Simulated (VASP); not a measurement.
Write the native input for VASP 6.6.1 that does the following.

| Quantity | Value |
| --- | --- |
| Task | single point |
| Functional | PBEsol |
| Potentials or basis | VASP PAW PBE potentials, release 64 (Al, N) |
| Cutoff | 600 eV |
| k mesh | 12 × 12 × 6 |
| Occupations | gaussian, width 0.05 eV |
| Spin | no spin polarisation |
| Dipole correction | no |
| Further INCAR settings | ALGO = Normal; EDIFF = 1e-06; NBANDS = 16 |

The structure of AlN lies in POSCAR:

```
AlN
1.0
    2.8645972347      0.0000000000      0.0000000000
   -1.4322986173      2.4808139768      0.0000000000
    0.0000000000      0.0000000000      4.5847432227
Al N
2 2
Direct
    0.3333333333      0.6666666667      0.0015080761
    0.6666666667      0.3333333333      0.5015080761
    0.3333333333      0.6666666667      0.3834919239
    0.6666666667      0.3333333333      0.8834919239
```

This cell differs from its parent crystal: strain -0.080 along x and y, -0.080 along z.

One way to write it, as run:

INCAR

```
SYSTEM = AlN
PREC = Accurate
ENCUT = 600
EDIFF = 1E-6
ISMEAR = 0
SIGMA = 0.05
LREAL = .False.
LASPH = .True.
NELM = 120
ALGO = Normal
ISIF = 2
LWAVE = .False.
LCHARG = .False.
GGA = PS
NBANDS = 16
GGA_COMPAT = .False.
```

KPOINTS

```
Automatic mesh
0
Gamma
  12 12 6
  0 0 0
```

Potentials or basis: VASP PAW PBE potentials, release 64 (Al, N).

The run is started by

```sh
$ cat potpaw_PBE.64/Al/POTCAR potpaw_PBE.64/N/POTCAR > POTCAR
$ mpirun -np 1 vasp_std > vasp.out
```

It gave:

```json
{
 "Pressure": "82.1 GPa",
 "Largest force": "0.142 eV/Å",
 "Band gap on the k mesh": "4.93 eV (least direct gap 6.47 eV)"
}
```

Caveat: the cell differs from its parent crystal (strain -0.080 along x and y, -0.080 along z); the cell stands under pressure; the PAW data sets were made with another functional, which shifts forces and pressure a little.

It took 35 s on 1 thread of Intel Xeon 8259CL, with other jobs on the host, peak memory 0.18 GiB.
